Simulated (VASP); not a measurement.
# IrO2 (P4_2/mnm) in VASP: single point with PBE

Aim: the single point of IrO2 with PBE.

Program: VASP 6.6.1. These are calculated values, not measurements. Logs are shortened: lines on timing, memory, paths and dates and some standing lists are left out, and cuts for length are marked.

## 1. The cell of the first run

It takes space group P4_2/mnm (No. 136, tetragonal). Conventional cell: a = 4.528 Å, b = 4.528 Å, c = 3.180 Å, α = 90.00°, β = 90.00°, γ = 90.00°. Ir (site symmetry mmm) has 6 O at 1.98 to 2.01 Å within 2.6 Å. Within 2.6 Å of O (site symmetry m2m) lie 3 Ir at 1.98 to 2.01 Å and 1 O at 2.45 Å.

## 2. Single point, PBE, collinear spin

INCAR reads:

```
SYSTEM = IrO2
PREC     = Accurate       ! precision mode
ENCUT    = 700            ! plane-wave cutoff, eV
EDIFF    = 1E-6           ! SCF threshold, eV
ISMEAR   = 0              ! smearing method
SIGMA    = 0.05           ! smearing width, eV
LREAL    = .FALSE.        ! projectors in reciprocal space
LASPH    = .TRUE.         ! aspherical terms in the spheres
NELM     = 200            ! most SCF steps
ALGO     = Normal         ! electronic algorithm
ISIF     = 2              ! what is computed and relaxed
LWAVE    = .FALSE.        ! write WAVECAR
LCHARG   = .TRUE.         ! write CHGCAR
ISPIN    = 2              ! spin polarisation
MAGMOM   = 1 1 0 0 0 0    ! initial moments
LORBIT   = 11             ! projections on sites
LMAXMIX  = 4              ! l up to which the mixer works
GGA      = PE             ! functional
LELF     = .TRUE.         ! ELF
LVHAR    = .TRUE.       
NBANDS   = 42             ! bands
GGA_COMPAT= .FALSE.
```

KPOINTS reads:

```
Automatic mesh
0
G
  4 4 6
  0 0 0
```

POSCAR reads:

```
IrO2
1.0
    4.5276027016      0.0000000000      0.0000000000
    0.0000000000      4.5276027016      0.0000000000
    0.0000000000      0.0000000000      3.1803624423
Ir O
2 4
Direct
    0.0000000000      0.0000000000      0.0000000000
    0.5000000000      0.5000000000      0.5000000000
    0.3086238984      0.3086238984      0.0000000000
    0.1913761016      0.8086238984      0.5000000000
    0.6913761016      0.6913761016      0.0000000000
    0.8086238984      0.1913761016      0.5000000000
```

Potentials or basis: VASP PAW PBE potentials, release 64 (Ir_sv_GW, O).

On the command line:

```sh
$ cat potpaw_PBE.64/Ir_sv_GW/POTCAR potpaw_PBE.64/O/POTCAR > POTCAR
$ mpirun -np 1 vasp_std > vasp.out
```

OUTCAR:

```text
SYSTEM = IrO2
   PREC = Accurate
   ENCUT = 700
   EDIFF = 1E-6
   ISMEAR = 0
   LREAL = .FALSE.
   LASPH = .TRUE.
   NELM = 200
   ISIF = 2
   ISPIN = 2
   LORBIT = 11
   GGA = PE

 ion  position               nearest neighbor table
   1  0.000  0.000  0.000-   3 1.98   5 1.98   4 2.01   6 2.01   4 2.01   6 2.01
   2  0.500  0.500  0.500-   4 1.98   6 1.98   5 2.01   3 2.01   3 2.01   5 2.01
   3  0.309  0.309  0.000-   1 1.98   2 2.01   2 2.01
   4  0.191  0.809  0.500-   2 1.98   1 2.01   1 2.01
   5  0.691  0.691  0.000-   1 1.98   2 2.01   2 2.01
   6  0.809  0.191  0.500-   2 1.98   1 2.01   1 2.01

  LATTYP: Found a simple tetragonal cell.
 ALAT       =     4.5276027016
 C/A-ratio  =     0.7024384982

  Lattice vectors:

 A1 = (   4.5276027016,   0.0000000000,   0.0000000000)
 A2 = (   0.0000000000,   4.5276027016,   0.0000000000)
 A3 = (   0.0000000000,   0.0000000000,   3.1803624423)

Analysis of symmetry for initial positions (statically):
=====================================================================
 Subroutine PRICEL returns:
 Original cell was already a primitive cell.

 Routine SETGRP: Setting up the symmetry group for a
 simple tetragonal supercell.

 Subroutine GETGRP returns: Found 16 space group operations
 (whereof  8 operations were pure point group operations)
 out of a pool of 16 trial point group operations.

The static configuration has the point symmetry D_2h.
 The point group associated with its full space group is D_4h.

Analysis of symmetry for dynamics (positions and initial velocities):
=====================================================================
 Subroutine PRICEL returns:
 Original cell was already a primitive cell.

 Routine SETGRP: Setting up the symmetry group for a
 simple tetragonal supercell.

 Subroutine GETGRP returns: Found 16 space group operations
 (whereof  8 operations were pure point group operations)
 out of a pool of 16 trial point group operations.

The dynamic configuration has the point symmetry D_2h.
 The point group associated with its full space group is D_4h.

Analysis of structural, dynamic, and magnetic symmetry:
=====================================================================
 Subroutine PRICEL returns:
 Original cell was already a primitive cell.

 Routine SETGRP: Setting up the symmetry group for a
 simple tetragonal supercell.

 Subroutine GETGRP returns: Found 16 space group operations
 (whereof  8 operations were pure point group operations)
 out of a pool of 16 trial point group operations.

The overall configuration has the point symmetry D_2h.
 The point group associated with its full space group is D_4h.

 Subroutine INISYM returns: Found 16 space group operations
 (whereof  8 operations are pure point group operations),
 and found     1 'primitive' translations

----------------------------------------------------------------------------------------

                                     Primitive cell

  volume of cell :      65.1948

  direct lattice vectors                    reciprocal lattice vectors
     4.527602702  0.000000000  0.000000000     0.220867436  0.000000000  0.000000000
     0.000000000  4.527602702  0.000000000     0.000000000  0.220867436  0.000000000
     0.000000000  0.000000000  3.180362442     0.000000000  0.000000000  0.314429572

  length of vectors
     4.527602702  4.527602702  3.180362442     0.220867436  0.220867436  0.314429572

  position of ions in fractional coordinates (direct lattice)
     0.000000000  0.000000000  0.000000000
     0.500000000  0.500000000  0.500000000
     0.308623898  0.308623898  0.000000000
     0.191376102  0.808623898  0.500000000
     0.691376102  0.691376102  0.000000000
     0.808623898  0.191376102  0.500000000

  ion indices of the primitive-cell ions
   primitive index   ion index
                 1           1
                 2           2
                 3           3
                 4           4
                 5           5
                 6           6

----------------------------------------------------------------------------------------

 KPOINTS: Automatic mesh

Automatic generation of k-mesh.
 Grid dimensions read from file:
 generate k-points for:    4    4    6

 Generating k-lattice:

  Cartesian coordinates                     Fractional coordinates (reciprocal lattice)
     0.055216859  0.000000000  0.000000000     0.250000000  0.000000000  0.000000000
     0.000000000  0.055216859  0.000000000     0.000000000  0.250000000  0.000000000
     0.000000000  0.000000000  0.052404929     0.000000000  0.000000000  0.166666667

  Length of vectors
     0.055216859  0.055216859  0.052404929

  Shift w.r.t. Gamma in fractional coordinates (k-lattice)
     0.000000000  0.000000000  0.000000000

 Subroutine IBZKPT returns following result:
 ===========================================

 Found     24 irreducible k-points:

 Following reciprocal coordinates:
            Coordinates               Weight
  0.000000  0.000000  0.000000      1.000000
  0.250000  0.000000  0.000000      4.000000
  0.500000  0.000000  0.000000      2.000000
  0.250000  0.250000  0.000000      4.000000
  0.500000  0.250000  0.000000      4.000000
  0.500000  0.500000  0.000000      1.000000
[... 16 lines left out ...]
  0.500000  0.250000  0.500000      4.000000
  0.500000  0.500000  0.500000      1.000000
   k-points           NKPTS =     24   k-points in BZ     NKDIM =     24   number of bands    NBANDS=     42
   number of dos      NEDOS =    301   number of ions     NIONS =      6
   total plane-waves  NPLWV =  44800
   dimension x,y,z NGX =    40 NGY =   40 NGZ =   28
   dimension x,y,z NGXF=    80 NGYF=   80 NGZF=   56
   ions per type =               2   4
   NGX,Y,Z   is equivalent  to a cutoff of  14.69, 14.69, 14.64 a.u.
   NGXF,Y,Z  is equivalent  to a cutoff of  29.37, 29.37, 29.27 a.u.
 SYSTEM =  IrO2
   PREC   = accura    normal or accurate (medium, high low for compatibility)
   ISTART =      0    job   : 0-new  1-cont  2-samecut
   ICHARG =      2    charge: 1-file 2-atom 10-const
   ISPIN  =      2    spin polarized calculation?
   LNONCOLLINEAR =      F non collinear calculations
   LSORBIT =      F    spin-orbit coupling
   LASPH  =      T    aspherical Exc in radial PAW
   ENCUT  =  700.0 eV  51.45 Ry    7.17 a.u.   9.77  9.77  6.86*2*pi/ulx,y,z
   NELM   =    200;   NELMIN=  2; NELMDL= -5     # of ELM steps
   EDIFF  = 0.1E-05   stopping-criterion for ELM
   LREAL  =      F    real-space projection
[... 7 lines left out ...]
   TEBEG  =    0.0;   TEEND  =   0.0 temperature during run
   PSTRESS=    0.0 pullay stress
   NELECT =      58.0000    total number of electrons
   NUPDOWN=      -1.0000    fix difference up-down
   EMIN   =  10.00;   EMAX   =-10.00  energy-range for DOS
   EFERMI =   0.00;   METHOD = LEGACY
   ISMEAR =     0;   SIGMA  =   0.05  broadening in eV -4-tet -1-fermi 0-gaus
   EFERMI_NEDOS =   21; number of points for ismear=-14 and -15
   IALGO  =     38    algorithm
   IMIX   =      4    mixing-type and parameters
     AMIX     =   0.40;   BMIX     =  1.00
     AMIX_MAG =   1.60;   BMIX_MAG =  1.00
  volume/ion in A,a.u.               =      10.87        73.33
  Fermi-wavevector in a.u.,A,eV,Ry     =   1.574514  2.975399 33.730109  2.479093
  Thomas-Fermi vector in A             =   2.675636
   LORBIT       =     11    0 simple, 1 ext, 2 COOP (PROOUT), +10 PAW based schemes
   GGA     = PE    functional components
   LHFCALC =     F    Hartree Fock is set to
   AEXX    =    0.0000 exact exchange contribution
   IVDW    =     0    specifies the selected vdW correction
   LEPSILON=     F    determine dielectric tensor
   LRPA    =     F    only Hartree local field effects (RPA)
 spin polarized calculation
 Gauss-broadening in eV      SIGMA  =   0.05
  energy-cutoff  :      700.00
  volume of cell :       65.19
 maximum number of plane-waves:      2796
 NGX is ok and might be reduce to    40
   NGX = 19   NGY = 19   NGZ = 13

 number of electron      58.0000000 magnetization       0.5343741

 number of electron      58.0000000 magnetization      -0.0077410

 Free energy of the ion-electron system (eV)
  ---------------------------------------------------
  ext. energy  EPLUGINS =         0.00000000
  ---------------------------------------------------
  free energy    TOTEN  =       -43.65070983 eV

  energy without entropy =      -43.64471369  energy(sigma->0) =      -43.64771176

 E-fermi :   6.9928     XC(G=0): -12.1457

 val. band max:        6.9551126900   @ k =   0.5000   0.2500   0.3333
 cond. band min:       7.0158159299   @ k =   0.5000   0.2500   0.0000
 fundamental gap:      0.0607032399
 Fermi energy:         6.9927988660

 spin component 1

 k-point     1 :       0.0000    0.0000    0.0000
  band No.  band energies     occupation
      1     -86.4663      1.00000
      2     -86.4649      1.00000
      3     -43.3597      1.00000
      4     -43.3597      1.00000
      5     -43.2679      1.00000
      6     -43.2539      1.00000
[... 33 lines left out ...]
     40      20.2643      0.00000
     41      22.3163      0.00000

 k-point     2 :       0.2500    0.0000    0.0000
  band No.  band energies     occupation
      1     -86.4662      1.00000
      2     -86.4650      1.00000
      3     -43.3592      1.00000
      4     -43.3591      1.00000
      5     -43.2658      1.00000
      6     -43.2559      1.00000
[... 961 lines left out ...]
  band No.  band energies     occupation
      1     -86.4632      1.00000
      2     -86.4632      1.00000
      3     -43.3611      1.00000
      4     -43.3611      1.00000
      5     -43.3524      1.00000
      6     -43.3524      1.00000
[... 33 lines left out ...]
     40      18.6357      0.00000
     41      19.7497      0.00000
 Fermi energy:         6.9927988660

 spin component 2

 k-point     1 :       0.0000    0.0000    0.0000
  band No.  band energies     occupation
      1     -86.4675      1.00000
      2     -86.4660      1.00000
      3     -43.3617      1.00000
      4     -43.3617      1.00000
      5     -43.2690      1.00000
      6     -43.2549      1.00000
[... 33 lines left out ...]
     40      20.2636      0.00000
     41      22.3158      0.00000

 k-point     2 :       0.2500    0.0000    0.0000
  band No.  band energies     occupation
      1     -86.4673      1.00000
      2     -86.4662      1.00000
      3     -43.3611      1.00000
      4     -43.3611      1.00000
      5     -43.2669      1.00000
      6     -43.2570      1.00000
[... 961 lines left out ...]
  band No.  band energies     occupation
      1     -86.4643      1.00000
      2     -86.4643      1.00000
      3     -43.3621      1.00000
      4     -43.3621      1.00000
      5     -43.3544      1.00000
      6     -43.3544      1.00000
[... 33 lines left out ...]
     40      18.6346      0.00000
     41      19.7491      0.00000
 [bands above 41 left out]

------------------------ aborting loop because EDIFF is reached ----------------------------------------

  FORCE on cell =-STRESS in cart. coord.  units (eV):
  Direction    XX          YY          ZZ          XY          YZ          ZX
  --------------------------------------------------------------------------------------
  -------------------------------------------------------------------------------------
  Total       -0.1297492     -0.1297492     -0.0221943      0.0000000      0.0000000      0.0000000
  in kB       -3.1886136     -3.1886136     -0.5454287      0.0000000      0.0000000      0.0000000
  external PRESSURE =      -2.3075520 kB  Pullay stress =       0.0000000 kB

 VOLUME and BASIS-vectors are now :
 -----------------------------------------------------------------------------
  energy-cutoff  :      700.00
  volume of cell :       65.19
      direct lattice vectors                 reciprocal lattice vectors
     4.527602702  0.000000000  0.000000000     0.220867436  0.000000000  0.000000000
     0.000000000  4.527602702  0.000000000     0.000000000  0.220867436  0.000000000
     0.000000000  0.000000000  3.180362442     0.000000000  0.000000000  0.314429572

 POSITION                                       TOTAL-FORCE (eV/Angst)
 -----------------------------------------------------------------------------------
      0.00000      0.00000      0.00000        -0.000000     -0.000000      0.000000
      2.26380      2.26380      1.59018        -0.000000     -0.000000      0.000000
      1.39733      1.39733      0.00000        -0.012354     -0.012354     -0.000000
      0.86647      3.66113      1.59018         0.012354     -0.012354     -0.000000
      3.13028      3.13028      0.00000         0.012354      0.012354      0.000000
      3.66113      0.86647      1.59018        -0.012354      0.012354      0.000000
 -----------------------------------------------------------------------------------
    total drift:                                0.000000     -0.000000     -0.000000

  FREE ENERGIE OF THE ION-ELECTRON SYSTEM (eV)
  ---------------------------------------------------
  free  energy   TOTEN  =       -43.6507098265 eV

  energy  without entropy=      -43.6447136886  energy(sigma->0) =      -43.64771176

 total charge

# of ion       s       p       d       f       tot
--------------------------------------------------
    1        3.571   6.117   6.175   0.060  15.924
    2        3.571   6.117   6.175   0.060  15.924
    3        1.549   3.452   0.000   0.000   5.001
    4        1.549   3.452   0.000   0.000   5.001
    5        1.549   3.452   0.000   0.000   5.001
    6        1.549   3.452   0.000   0.000   5.001
--------------------------------------------------
tot         13.339  26.041  12.351   0.121  51.852

 magnetization (x)

# of ion       s       p       d       f       tot
--------------------------------------------------
    1       -0.000  -0.000  -0.002  -0.000  -0.002
    2       -0.000  -0.000  -0.002  -0.000  -0.002
    3       -0.000  -0.001   0.000   0.000  -0.001
    4       -0.000  -0.001   0.000   0.000  -0.001
    5       -0.000  -0.001   0.000   0.000  -0.001
    6       -0.000  -0.001   0.000   0.000  -0.001
--------------------------------------------------
tot         -0.000  -0.002  -0.004  -0.000  -0.006
```

It took 2.9 min on 1 thread of Intel Xeon Platinum 8259CL at 2.50GHz (Skylake/Cascade Lake), shared host; peak memory 0.33 GiB.

What came out:

* Free energy: -43.6507 eV
* Pressure: -0.2 GPa
* Largest force: 0.017 eV/Å
* Band gap on the k mesh: zero (filled and empty bands overlap)
* Net moment: -0.01 μB per cell
* Valence electrons inside the program's atomic spheres: Ir 15.92; O 5.00

Forces in eV/Å, atoms in the order of the input:
```
Ir   0.000  0.000  0.000
Ir   0.000  0.000  0.000
O   -0.012 -0.012  0.000
O    0.012 -0.012  0.000
O    0.012  0.012  0.000
O   -0.012  0.012  0.000
```

Caveat: spin-orbit coupling is left out, which moves the levels of the heavy elements.

The gap in the log of VASP goes by the Fermi energy; the results here count the filled bands.